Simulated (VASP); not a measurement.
# MoS2 in VASP: settings compared, part 2 of 2

VASP 6.6.1. The steps go on from the part before.

### 5 Single point, PBEsol+D3(BJ)

This run uses another cell than the first one, of 32.99 Å³/atom, 1.040 times its volume.

File INCAR:

```
SYSTEM = MoS2
  ALGO = Normal
  EDIFF = 1E-7
  ENCUT = 520
  GGA = PS
  ISIF = 2
  ISMEAR = -1
  IVDW = 12
  LASPH = .TRUE.
  LCHARG = .FALSE.
  LREAL = .FALSE.
  LWAVE = .FALSE.
  NBANDS = 35
  NELM = 60
  PREC = Accurate
  SIGMA = 0.05
```

File KPOINTS:

```
k-points
0
G
  10 10 2
  0 0 0
```

File POSCAR:

```
MoS2
1.0
    3.2264481230      0.0000000000      0.0000000000
   -1.6132240615      2.7941860385      0.0000000000
    0.0000000000      0.0000000000     21.9557060374
Mo S
2 4
Direct
    0.3333333333      0.6666666667      0.8511602300
    0.6666666667      0.3333333333      0.1488397700
    0.6666666667      0.3333333333      0.7796253900
    0.3333333333      0.6666666667      0.0772510000
    0.6666666667      0.3333333333      0.9227490000
    0.3333333333      0.6666666667      0.2203746100
```

Potentials or basis: VASP PAW PBE potentials, release 64 (Mo_sv, S).

Started as:

```sh
> cat potpaw_PBE.64/Mo_sv/POTCAR potpaw_PBE.64/S/POTCAR > POTCAR
> mpirun -np 1 vasp_std > vasp.out
```

OUTCAR:

```text
SYSTEM = MoS2
   EDIFF = 1E-7
   ENCUT = 520
   GGA = PS
   ISIF = 2
   ISMEAR = -1
   IVDW = 12
   LASPH = .TRUE.
   LREAL = .FALSE.
   NELM = 60
   PREC = Accurate
 IVDW          = 12

 ion  position               nearest neighbor table
   1  0.333  0.667  0.851-   3 2.44   3 2.44   3 2.44   5 2.44   5 2.44   5 2.44
   2  0.667  0.333  0.149-   6 2.44   6 2.44   6 2.44   4 2.44   4 2.44   4 2.44
   3  0.667  0.333  0.780-   1 2.44   1 2.44   1 2.44
   4  0.333  0.667  0.077-   2 2.44   2 2.44   2 2.44
   5  0.667  0.333  0.923-   1 2.44   1 2.44   1 2.44
[... 1124 lines left out ...]
  -------------------------------------------------------------------------------------
  Total      -8.04709    -8.04709    -5.96590    -0.00000    -0.00000     0.00000
  in kB     -65.13618   -65.13618   -48.29019    -0.00000    -0.00000     0.00000
  external pressure =      -59.52 kB  Pullay stress =        0.00 kB

 VOLUME and BASIS-vectors are now :
 -----------------------------------------------------------------------------
  energy-cutoff  :      520.00
  volume of cell :      197.94
      direct lattice vectors                 reciprocal lattice vectors
     3.226448123  0.000000000  0.000000000     0.309938348  0.178942988  0.000000000
    -1.613224061  2.794186038  0.000000000     0.000000000  0.357885977  0.000000000
     0.000000000  0.000000000 21.955706037     0.000000000  0.000000000  0.045546247

 POSITION                                       TOTAL-FORCE (eV/Angst)
 -----------------------------------------------------------------------------------
     -0.00000      1.86279     18.68782         0.000000      0.000000      0.074029
      1.61322      0.93140      3.26788         0.000000     -0.000000     -0.074029
      1.61322      0.93140     17.11723        -0.000000     -0.000000      0.800416
     -0.00000      1.86279      1.69610        -0.000000     -0.000000      0.691772
      1.61322      0.93140     20.25961         0.000000     -0.000000     -0.691772
     -0.00000      1.86279      4.83848        -0.000000      0.000000     -0.800416
 -----------------------------------------------------------------------------------
    total drift:                                0.000000     -0.000000      0.000000

  FREE ENERGIE OF THE ION-ELECTRON SYSTEM (eV)
  ---------------------------------------------------
  free  energy   TOTEN  =       -48.3678359238 eV

  energy  without entropy=      -48.3678357434  energy(sigma->0) =      -48.36783583
```

OSZICAR:

```text
N       E                     dE             d eps       ncg     rms          rms(c)
DAV:   1     0.416477360800E+03    0.41648E+03   -0.28008E+04  2336   0.129E+03
DAV:   2    -0.236075406965E+02   -0.44008E+03   -0.42798E+03  2526   0.321E+02
DAV:   3    -0.491746250835E+02   -0.25567E+02   -0.25123E+02  2464   0.699E+01
[... 15 lines left out ...]
DAV:  19    -0.466842920511E+02   -0.35559E-04   -0.69491E-07  1967   0.269E-03    0.248E-03
DAV:  20    -0.466843059907E+02   -0.13940E-04   -0.42151E-07  1894   0.261E-03    0.637E-04
DAV:  21    -0.466843101576E+02   -0.41669E-05   -0.15332E-07  1597   0.119E-03    0.264E-04
DAV:  22    -0.466843105407E+02   -0.38309E-06   -0.11626E-08  1483   0.341E-04    0.171E-04
DAV:  23    -0.466843106313E+02   -0.90599E-07   -0.35306E-09  1245   0.192E-04
   1 F= -.48367836E+02 E0= -.48367836E+02  d E =-.180433E-06
```

stdout:

```text
POSCAR found type information on POSCAR MoS
 POSCAR found :  2 types and       6 ions
 scaLAPACK will be used
 -----------------------------------------------------------------------------
|                                                                             |
|                                                                             |
|     You enforced a specific xc type in the INCAR file but a different       |
|     I HOPE YOU KNOW WHAT YOU ARE DOING!                                     |
|                                                                             |
 -----------------------------------------------------------------------------

 LDA part: xc-table for (Slater+PW92), standard interpolation
 POSCAR, INCAR and KPOINTS ok, starting setup
 FFT: planning ... GRIDC
 FFT: planning ... GRID_SOFT
 FFT: planning ... GRID
 WAVECAR not read
 entering main loop
```

Wall time 13 min (1 thread of AMD EPYC 7R13, shared host); peak memory 0.36 GiB.

What came out:

| Quantity | Value |
| --- | --- |
| Free energy | -48.3678 eV |
| Largest force | 0.800 eV/Å |
| Band gap on the k mesh | 1.33 eV, indirect (least direct gap 1.80 eV) |
| Dispersion energy per atom | -0.281 eV |

Forces in eV/Å, atoms in the order of the input:
```
Mo   0.000  0.000  0.074
Mo   0.000  0.000 -0.074
S    0.000  0.000  0.800
S    0.000  0.000  0.692
S    0.000  0.000 -0.692
S    0.000  0.000 -0.800
```

Caveat: the PAW data sets were made with another functional, which shifts forces and pressure a little.

### 6 Single point, PBEsol+D3(BJ)

This run uses another cell than the first one, of 33.62 Å³/atom, 1.060 times its volume.

File INCAR:

```
SYSTEM = MoS2
  ALGO = Normal
  EDIFF = 1E-6
  ENCUT = 520
  GGA = PS
  ISIF = 2
  ISMEAR = -1
  IVDW = 12
  LASPH = .TRUE.
  LCHARG = .TRUE.
  LELF = .TRUE.
  LREAL = .FALSE.
  LVHAR = .TRUE.
  LWAVE = .FALSE.
  NBANDS = 35
  NELM = 60
  PREC = Accurate
  SIGMA = 0.05
```

KPOINTS is that of step 5.

POSCAR, as its differences from that of step 5:

```diff
@@ -2,5 +2,5 @@
 1.0
-    3.2264481230      0.0000000000      0.0000000000
-   -1.6132240615      2.7941860385      0.0000000000
-    0.0000000000      0.0000000000     21.9557060374
+    3.2469993021      0.0000000000      0.0000000000
+   -1.6234996510      2.8119838817      0.0000000000
+    0.0000000000      0.0000000000     22.0955550693
 Mo S
```

Potentials or basis: VASP PAW PBE potentials, release 64 (Mo_sv, S).

Started as:

```sh
> cat potpaw_PBE.64/Mo_sv/POTCAR potpaw_PBE.64/S/POTCAR > POTCAR
> mpirun -np 1 vasp_std > vasp.out
```

OUTCAR:

```text
SYSTEM = MoS2
   EDIFF = 1E-6
   ENCUT = 520
   GGA = PS
   ISIF = 2
   ISMEAR = -1
   IVDW = 12
   LASPH = .TRUE.
   LREAL = .FALSE.
   NELM = 60
   PREC = Accurate
 IVDW          = 12

 ion  position               nearest neighbor table
   1  0.333  0.667  0.851-   3 2.45   3 2.45   3 2.45   5 2.45   5 2.45   5 2.45
   2  0.667  0.333  0.149-   6 2.45   6 2.45   6 2.45   4 2.45   4 2.45   4 2.45
   3  0.667  0.333  0.780-   1 2.45   1 2.45   1 2.45
   4  0.333  0.667  0.077-   2 2.45   2 2.45   2 2.45
   5  0.667  0.333  0.923-   1 2.45   1 2.45   1 2.45
   6  0.333  0.667  0.220-   2 2.45   2 2.45   2 2.45

  LATTYP: Found a hexagonal cell.
 ALAT       =     3.2469993021
 C/A-ratio  =     6.8049152505

  Lattice vectors:

 A1 = (   3.2469993021,   0.0000000000,   0.0000000000)
 A2 = (  -1.6234996510,   2.8119838817,   0.0000000000)
 A3 = (   0.0000000000,   0.0000000000,  22.0955550693)

Analysis of symmetry for initial positions (statically):
=====================================================================
 Subroutine PRICEL returns:
 Original cell was already a primitive cell.

 Routine SETGRP: Setting up the symmetry group for a
 hexagonal supercell.

 Subroutine GETGRP returns: Found 12 space group operations
 (whereof 12 operations were pure point group operations)
 out of a pool of 24 trial point group operations.

The static configuration has the point symmetry D_3d.

Analysis of symmetry for dynamics (positions and initial velocities):
=====================================================================
 Subroutine PRICEL returns:
 Original cell was already a primitive cell.

 Routine SETGRP: Setting up the symmetry group for a
 hexagonal supercell.

 Subroutine GETGRP returns: Found 12 space group operations
 (whereof 12 operations were pure point group operations)
 out of a pool of 24 trial point group operations.

The dynamic configuration has the point symmetry D_3d.

 Subroutine INISYM returns: Found 12 space group operations
 (whereof 12 operations are pure point group operations),
 and found     1 'primitive' translations

----------------------------------------------------------------------------------------

                                     Primitive cell

  volume of cell :     201.7437

  direct lattice vectors                    reciprocal lattice vectors
     3.246999302  0.000000000  0.000000000     0.307976660  0.177810408  0.000000000
    -1.623499651  2.811983882  0.000000000     0.000000000  0.355620815  0.000000000
     0.000000000  0.000000000 22.095555069     0.000000000  0.000000000  0.045257971

  length of vectors
     3.246999302  3.246999302 22.095555069     0.355620815  0.355620815  0.045257971

  position of ions in fractional coordinates (direct lattice)
     0.333333333  0.666666667  0.851160230
     0.666666667  0.333333333  0.148839770
     0.666666667  0.333333333  0.779625390
     0.333333333  0.666666667  0.077251000
     0.666666667  0.333333333  0.922749000
     0.333333333  0.666666667  0.220374610

  ion indices of the primitive-cell ions
   primitive index   ion index
                 1           1
[... 29 lines left out ...]

 Found     28 irreducible k-points:

 Following reciprocal coordinates:
            Coordinates               Weight
  0.000000  0.000000  0.000000      1.000000
  0.100000 -0.000000  0.000000      6.000000
  0.200000 -0.000000  0.000000      6.000000
  0.300000 -0.000000  0.000000      6.000000
  0.400000 -0.000000  0.000000      6.000000
  0.500000 -0.000000  0.000000      3.000000
[... 16 lines left out ...]
  0.300000  0.100000  0.500000     12.000000
  0.400000  0.100000  0.500000     12.000000
 [... further k-points ...]
   k-points           NKPTS =     28   k-points in BZ     NKDIM =     28   number of bands    NBANDS=     35
   number of dos      NEDOS =    301   number of ions     NIONS =      6
   total plane-waves  NPLWV =  96768
   dimension x,y,z NGX =    24 NGY =   24 NGZ =  168
   dimension x,y,z NGXF=    48 NGYF=   48 NGZF=  336
   ions per type =               2   4
   NGX,Y,Z   is equivalent  to a cutoff of  12.29, 12.29, 12.64 a.u.
   NGXF,Y,Z  is equivalent  to a cutoff of  24.58, 24.58, 25.28 a.u.
 SYSTEM =  MoS2
   PREC   = accura    normal or accurate (medium, high low for compatibility)
   ISTART =      0    job   : 0-new  1-cont  2-samecut
   ICHARG =      2    charge: 1-file 2-atom 10-const
   ISPIN  =      1    spin polarized calculation?
   LNONCOLLINEAR =      F non collinear calculations
   LSORBIT =      F    spin-orbit coupling
   LASPH  =      T    aspherical Exc in radial PAW
   ENCUT  =  520.0 eV  38.22 Ry    6.18 a.u.   6.04  6.04 41.08*2*pi/ulx,y,z
   NELM   =     60;   NELMIN=  2; NELMDL= -5     # of ELM steps
   EDIFF  = 0.1E-05   stopping-criterion for ELM
   LREAL  =      F    real-space projection
   EDIFFG = 0.1E-04   stopping-criterion for IOM
   NSW    =      0    number of steps for IOM
   IBRION =     -1    ionic relax: 0-MD 1-quasi-New 2-CG
   NFREE  =      0    steps in history (QN), initial steepest desc. (CG)
   ISIF   =      2    stress and relaxation
   ISYM   =      2    0-nonsym 1-usesym 2-fastsym
   POTIM  = 0.5000    time-step for ionic-motion
   TEBEG  =    0.0;   TEEND  =   0.0 temperature during run
   PSTRESS=    0.0 pullay stress
   NELECT =      52.0000    total number of electrons
   NUPDOWN=      -1.0000    fix difference up-down
   EMIN   =  10.00;   EMAX   =-10.00  energy-range for DOS
   EFERMI =   0.00;   METHOD = LEGACY
   ISMEAR =    -1;   SIGMA  =   0.05  broadening in eV -4-tet -1-fermi 0-gaus
   EFERMI_NEDOS =   21; number of points for ismear=-14 and -15
   IALGO  =     38    algorithm
   IMIX   =      4    mixing-type and parameters
     AMIX     =   0.40;   BMIX     =  1.00
     AMIX_MAG =   1.60;   BMIX_MAG =  1.00
  volume/ion in A,a.u.               =      33.62       226.91
  Fermi-wavevector in a.u.,A,eV,Ry     =   1.041860  1.968830 14.768742  1.085472
  Thomas-Fermi vector in A             =   2.176499
   LORBIT       =      0    0 simple, 1 ext, 2 COOP (PROOUT), +10 PAW based schemes
   GGA     = PS    functional components
   LHFCALC =     F    Hartree Fock is set to
   AEXX    =    0.0000 exact exchange contribution
   IVDW    =    12    specifies the selected vdW correction
   LEPSILON=     F    determine dielectric tensor
   LRPA    =     F    only Hartree local field effects (RPA)
 non-spin polarized calculation
  energy-cutoff  :      520.00
  volume of cell :      201.74
 maximum number of plane-waves:      5490
   NGX = 13   NGY = 13   NGZ = 83

 number of electron      52.0000002 magnetization

 Free energy of the ion-electron system (eV)
  ---------------------------------------------------
  ext. energy  EPLUGINS =         0.00000000
  ---------------------------------------------------
  free energy    TOTEN  =       -46.55896726 eV

  energy without entropy =      -46.55896703  energy(sigma->0) =      -46.55896715

 E-fermi :   1.7272     XC(G=0):  -6.4889

 val. band max:        1.1305726281   @ k =   0.0000   0.0000   0.0000
 cond. band min:       2.4351592882   @ k =   0.3000   0.3000   0.5000
 fundamental gap:      1.3045866601
 Fermi energy:         1.7271706677

 k-point     1 :       0.0000    0.0000    0.0000
  band No.  band energies     occupation
      1     -60.0494      2.00000
      2     -60.0494      2.00000
      3     -34.1760      2.00000
      4     -34.1760      2.00000
      5     -34.0223      2.00000
      6     -34.0223      2.00000
[... 901 lines left out ...]
     34       4.8783      0.00000
     35       7.0544      0.00000

 [... further k-points ...]

------------------------ aborting loop because EDIFF is reached ----------------------------------------

 Edisp (eV)   -1.65427

 E8    (eV) :    -1.0582

  FORCE on cell =-STRESS in cart. coord.  units (eV):
  Direction    XX          YY          ZZ          XY          YZ          ZX
  --------------------------------------------------------------------------------------
  -------------------------------------------------------------------------------------
  Total      -9.59658    -9.59658    -7.68812    -0.00000     0.00000     0.00000
  in kB     -76.21263   -76.21263   -61.05636    -0.00000     0.00000     0.00000
  external pressure =      -71.16 kB  Pullay stress =        0.00 kB

 VOLUME and BASIS-vectors are now :
 -----------------------------------------------------------------------------
  energy-cutoff  :      520.00
  volume of cell :      201.74
      direct lattice vectors                 reciprocal lattice vectors
     3.246999302  0.000000000  0.000000000     0.307976660  0.177810408  0.000000000
    -1.623499651  2.811983882  0.000000000     0.000000000  0.355620815  0.000000000
     0.000000000  0.000000000 22.095555069     0.000000000  0.000000000  0.045257971

 POSITION                                       TOTAL-FORCE (eV/Angst)
 -----------------------------------------------------------------------------------
     -0.00000      1.87466     18.80686         0.000000     -0.000000      0.071858
      1.62350      0.93733      3.28870        -0.000000      0.000000     -0.071858
      1.62350      0.93733     17.22626        -0.000000     -0.000000      1.069120
     -0.00000      1.87466      1.70690         0.000000      0.000000      0.960622
      1.62350      0.93733     20.38865        -0.000000     -0.000000     -0.960622
     -0.00000      1.87466      4.86930         0.000000      0.000000     -1.069120
 -----------------------------------------------------------------------------------
    total drift:                                0.000000     -0.000000      0.000000

  FREE ENERGIE OF THE ION-ELECTRON SYSTEM (eV)
  ---------------------------------------------------
  free  energy   TOTEN  =       -48.2132333476 eV

  energy  without entropy=      -48.2132331142  energy(sigma->0) =      -48.21323323
```

Wall time 10 min (1 thread of AMD EPYC 7R13, shared host); peak memory 0.37 GiB.

What came out:

| Item | Value |
| --- | --- |
| Free energy | -48.2132 eV |
| Largest force | 1.069 eV/Å |
| Band gap on the k mesh | 1.30 eV, indirect (least direct gap 1.75 eV) |
| Dispersion energy per atom | -0.276 eV |

Forces in eV/Å, atoms in the order of the input:
```
Mo   0.000  0.000  0.072
Mo   0.000  0.000 -0.072
S    0.000  0.000  1.069
S    0.000  0.000  0.961
S    0.000  0.000 -0.961
S    0.000  0.000 -1.069
```

Levels at points of the mesh, in eV from the valence-band top:
```tsv
k point	band 23	band 24	band 25	band 26	band 27	band 28	band 29	band 30
(0.00, 0.00, 0.00)	-1.80	-1.62	-0.41	0.00	2.25	2.25	2.26	2.26
(0.50, 0.00, 0.00)	-1.37	-1.32	-0.96	-0.92	1.72	1.73	2.17	2.24
(0.00, 0.00, 0.50)	-1.80	-1.62	-0.41	0.00	2.25	2.25	2.26	2.26
(0.50, 0.00, 0.50)	-1.37	-1.32	-0.96	-0.92	1.72	1.73	2.17	2.24
```

Caveat: the PAW data sets were made with another functional, which shifts forces and pressure a little.

### 7 Overview

```tsv
level	cell	gap on the mesh (eV)	largest force (eV/Å)
RPBE+D3(BJ)	a = 3.185, b = 3.185, c = 21.671 Å, angles 90.0, 90.0, 120.0°, 6 atoms	1.41	0.52
PBE+D3(BJ)	a = 3.206, b = 3.206, c = 21.814 Å, angles 90.0, 90.0, 120.0°, 6 atoms	1.37	0.21
RPBE+D3(BJ)	a = 3.206, b = 3.206, c = 21.814 Å, angles 90.0, 90.0, 120.0°, 6 atoms	1.38	0.84
PBEsol+D3(BJ)	a = 3.226, b = 3.226, c = 21.956 Å, angles 90.0, 90.0, 120.0°, 6 atoms	1.33	0.80
PBEsol+D3(BJ)	a = 3.247, b = 3.247, c = 22.096 Å, angles 90.0, 90.0, 120.0°, 6 atoms	1.30	1.07
```

Alike in all rows: task single point; potentials or basis VASP PAW PBE potentials, release 64 (Mo_sv, S); no spin polarisation; k mesh 10 × 10 × 2; cutoff (eV) 520; smearing fermi-dirac 0.05 eV.

Caveats: the PAW data sets were made with another functional, which shifts forces and pressure a little (some runs).

Total energies depend on the potentials used, so only differences within one code and one set of settings carry meaning.
